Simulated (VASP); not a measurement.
Set up this calculation in VASP 6.6.1, as the native input.

* Task: single point
* Functional: r2SCAN
* Potentials or basis: VASP PAW PBE potentials, release 64 (Co)
* Cutoff: 520 eV
* k mesh: 8 × 8 × 8
* Occupations: gaussian, width 0.1 eV
* Spin: collinear spin, ferromagnetic start
* Starting moments: [3.0] μB
* Dipole correction: no
* Further INCAR settings: ALGO = Normal; EDIFF = 1e-07; NBANDS = 14

Co:

```
Co
1.0
     2.24744    0.00000    0.00000
     0.00000    2.24744    0.00000
     0.00000    0.00000    2.24744
Co
1
Cartesian
  0.0000 0.0000 0.0000
```

One way to write it, as run:

POSCAR

```
Co
1.0
    2.2474364083      0.0000000000      0.0000000000
    0.0000000000      2.2474364083      0.0000000000
    0.0000000000      0.0000000000      2.2474364083
Co
1
Direct
    0.0000000000      0.0000000000      0.0000000000
```

INCAR.step1

```
ALGO = Normal
EDIFF = 1E-4
ENCUT = 520
GGA = PE
ISMEAR = 0
ISPIN = 2
LASPH = T
LCHARG = F
LMAXMIX = 4
LREAL = F
LWAVE = T
MAGMOM = 3
NBANDS = 14
NELM = 150
PREC = Accurate
SIGMA = 0.1
```

INCAR.step2

```
ALGO = Normal
EDIFF = 1E-7
ENCUT = 520
ISIF = 2
ISMEAR = 0
ISPIN = 2
ISTART = 1
LASPH = T
LCHARG = T
LELF = T
LMAXMIX = 4
LMIXTAU = T
LORBIT = 11
LREAL = F
LVHAR = T
LWAVE = F
MAGMOM = 3
METAGGA = R2SCAN
NBANDS = 14
NELM = 150
PREC = Accurate
SIGMA = 0.1
```

KPOINTS

```
k-points
0
Gamma
  8 8 8
```

Potentials or basis: VASP PAW PBE potentials, release 64 (Co).

The run is started by

```sh
$ cat potpaw_PBE.64/Co/POTCAR > POTCAR
$ cp INCAR.step1 INCAR
$ mpirun -np 1 vasp_std > vasp.out
$ cp INCAR.step2 INCAR
$ mpirun -np 1 vasp_std > vasp.out
```

It gave:

```
Pressure                                              : 20.6 GPa
Net moment                                            : 2.04 μB per cell
Site moments                                          : Co +2.06 μB
Valence electrons inside the program's atomic spheres : Co 8.40
```

Caveat: the PAW data sets were made with another functional, which shifts forces and pressure a little.

Wall time 120 s on 1 thread of AMD EPYC 7R13, on a shared host, peak memory 0.1 GiB.
